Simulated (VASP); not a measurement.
CdS (Greenockite): vibrations by perturbation theory with PBEsol

The system is CdS (Greenockite).

```
Cd S
1.0
     4.08279    0.00000    0.00000
    -2.04139    3.53580    0.00000
     0.00000    0.00000    6.64154
Cd S
2 2
Direct
  0.33333 0.66667 0.99923
  0.66667 0.33333 0.49923
  0.33333 0.66667 0.37577
  0.66667 0.33333 0.87577
```

```json
{
  "Program": "VASP 6.6.1",
  "Task": "vibrations by perturbation theory",
  "Functional": "PBEsol",
  "Potentials or basis": "VASP PAW PBE potentials, release 64 (Cd, S)",
  "Cutoff": "520 eV",
  "k mesh": "6 × 6 × 4",
  "Occupations": "gaussian, width 0.01 eV",
  "Spin": "no spin polarisation",
  "Dipole correction": "no",
  "Further INCAR settings": "ALGO = Normal; EDIFF = 1e-08; NBANDS = 26; IBRION = 8; NSW = 1"
}
```

```json
{"Highest phonon frequency at Γ, LO-TO splitting left out": "311 cm⁻¹"}
```

Phonon frequencies in cm⁻¹ (negative: imaginary):
```tsv
q point	frequencies
(0.000, 0.000, 0.000)	0 0 0 39 39 138 246 253 253 267 267 311
```

Run time: 14 min on 1 thread of Intel(R) Xeon(R) Platinum 8488C (Sapphire Rapids) (shared host), peak memory 0.51 GiB.

Caveat: the cell wasn't relaxed at this level first, which shifts response properties.
